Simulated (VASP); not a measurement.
Runs of VASP 6.6.1 on Nd3Au. The structure is that of space group Fm-3m (No. 225), or close to it. The cells are those of the table. The cell was generated, and may not be a known phase.

```csv
task,cell,k mesh,gap on the mesh (eV),pressure (GPa)
single point,"a = 5.400 Å, angles 60.0°, 4 atoms",4 × 4 × 4,none,0.0
relaxation of cell and atoms,"relaxed from a = 5.284 Å, angles 60.0°, 4 atoms",4 × 4 × 4,none,0.0
single point,"a = 5.420 Å, angles 60.0°, 4 atoms",10 × 10 × 10,none,(a)
single point,"a = 5.284 Å, angles 60.0°, 4 atoms",4 × 4 × 4,none,3.4
```

Alike in all rows: level PBE; potentials or basis VASP PAW PBE potentials, release 64 (Nd_3, Au), 4f in core; no spin polarisation; cutoff (eV) 500; smearing gaussian 0.1 eV.

**Question.** Estimate the missing entries.

**Answer.** (a) 0.2.

Caveats: some runs use coarse meshes; spin-orbit coupling is left out, which moves the levels of the heavy elements; the 4f electrons are frozen in the core, so they carry no moment and show no levels.

A k mesh can miss the band edges, and the runs leave out spin-orbit coupling on Au, Nd.

A gap of «none» marks levels without a gap at the run's occupations.
